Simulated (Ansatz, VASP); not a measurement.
**Mg in VASP and in Ansatz**

Contents of INCAR:

```
PREC = Accurate ; ENCUT = 520
EDIFF = 1E-6 ; ISMEAR = -1
SIGMA = 0.1 ; LREAL = False
LASPH = True ; NELM = 100
ALGO = Normal ; ISIF = 2
LWAVE = False ; LCHARG = False
GGA = RP ; NBANDS = 9
```

File KPOINTS:

```
regular mesh
0
Gamma
  18 18 10
```

Contents of POSCAR:

```
Mg
1.0
    3.3544866262      0.0000000000      0.0000000000
   -1.6772433131      2.9050706350      0.0000000000
    0.0000000000      0.0000000000      5.4464142336
Mg
2
Direct
    0.3333333333      0.6666666667      0.2500000000
    0.6666666667      0.3333333333      0.7500000000
```

Input for Ansatz:

```yaml
crystal:
  lattice:
    - [3.3544866262, 0.0, 0.0]
    - [-1.6772433131, 2.905070635, 0.0]
    - [0.0, 0.0, 5.4464142336]
  atoms:
    - { symbol: Mg, position: [0.3333333333, 0.6666666667, 0.25] }
    - { symbol: Mg, position: [0.6666666667, 0.3333333333, 0.75] }
hamiltonian:
  xc: rpbe
  pseudopotentials:
    kind: paw
    azcp:
      Mg: "pseudopotentials/Mg.paw.azcp"
basis:
  ecutwfc: 420
  fft_grid_basis: typed
kpoints:
  mp_grid: { grid: [18, 18, 10], shift: [0, 0, 0] }
magnetization:
  spin_polarized: false
scf:
  occupations: { method: fermi_dirac, width: 0.1 }
output:
  stress: true
```

Alike in both runs: task single point; functional RPBE; k mesh 18 × 18 × 10; occupations fermi-dirac, width 0.1 eV; no spin polarisation.

```csv
,VASP,Ansatz
version,VASP 6.6.1,Ansatz 0.2.0
potentials or method,"VASP PAW PBE potentials, release 64 (Mg), cutoff 520 eV","plane waves (420 eV) with PAW, scalar-relativistic"
valence electrons in the cell,4,20
```

Ansatz gave:

| Property | Result |
| --- | --- |
| pressure (GPa) | -3.0 |

Q: What did VASP give for the same quantities?

A: Pressure (GPa): -3.2.

VASP's potentials were made for PBE, not for RPBE. The functional is the same, so the differences come from potentials, cutoffs and numerics. VASP's potentials hold 4 valence electrons a cell and Ansatz's 20, so a difference there can come from the potentials and not from the codes.
